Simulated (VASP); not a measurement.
Wanted: the native input for a VASP 6.6.1 run.

- Task: single point
- Functional: r2SCAN
- Potentials or basis: VASP PAW PBE potentials, release 64 (Pt)
- Cutoff: 520 eV
- k mesh: 12 × 12 × 6
- Occupations: fermi-dirac, width 0.1 eV
- Spin: no spin polarisation
- Dipole correction: no
- Further INCAR settings: ALGO = Normal; EDIFF = 1e-06; NBANDS = 17

Pt:

```xyz
2
Lattice="2.8324 0.0000 0.0000 -1.4162 2.4529 0.0000 0.0000 0.0000 4.9167" Properties=species:S:1:pos:R:3 pbc="T T T"
Pt    1.4162    0.8176    3.6875
Pt    0.0000    1.6353    1.2292
```

This isn't the form of Pt at room conditions, which is fcc.

The input as run:

POSCAR

```
Pt
1.0
    2.8324034741      0.0000000000      0.0000000000
   -1.4162017370      2.4529334779      0.0000000000
    0.0000000000      0.0000000000      4.9166603240
Pt
2
Direct
    0.6666666667      0.3333333333      0.7500000000
    0.3333333333      0.6666666667      0.2500000000
```

INCAR.step1

```
SYSTEM = Pt
PREC = Accurate
ENCUT = 520
ISMEAR = -1
SIGMA = 0.1
LREAL = .FALSE.
LASPH = .TRUE.
NELM = 100
NBANDS = 17
GGA = PE
ALGO = Normal
EDIFF = 1E-4
LWAVE = .TRUE.
LCHARG = .FALSE.
```

INCAR.step2

```
SYSTEM = Pt
PREC = Accurate
ENCUT = 520
EDIFF = 1E-6
ISMEAR = -1
SIGMA = 0.1
LREAL = .FALSE.
LASPH = .TRUE.
NELM = 100
ALGO = Normal
ISIF = 2
LWAVE = .FALSE.
LCHARG = .FALSE.
METAGGA = R2SCAN
LMIXTAU = .TRUE.
NBANDS = 17
ISTART = 1
```

KPOINTS

```
regular mesh
0
G
  12 12 6
  0 0 0
```

Potentials or basis: VASP PAW PBE potentials, release 64 (Pt).

Launch:

```bash
$ cat potpaw_PBE.64/Pt/POTCAR > POTCAR
$ cp INCAR.step1 INCAR
$ mpirun -np 1 vasp_std > vasp.out
$ cp INCAR.step2 INCAR
$ mpirun -np 1 vasp_std > vasp.out
```

Results of the run:

```json
{
  "Pressure": "-20.0 GPa",
  "Band gap on the k mesh": "zero (bands 10 and 11 overlap by 1.21 eV)"
}
```

Caveat: the cell stands under tension; the PAW data sets were made with another functional, which shifts forces and pressure a little; spin-orbit coupling is left out, which moves the levels of the heavy elements.

Run time: 3.3 min on 1 thread of Intel Xeon 8259CL, on a shared host, peak memory 0.19 GiB.
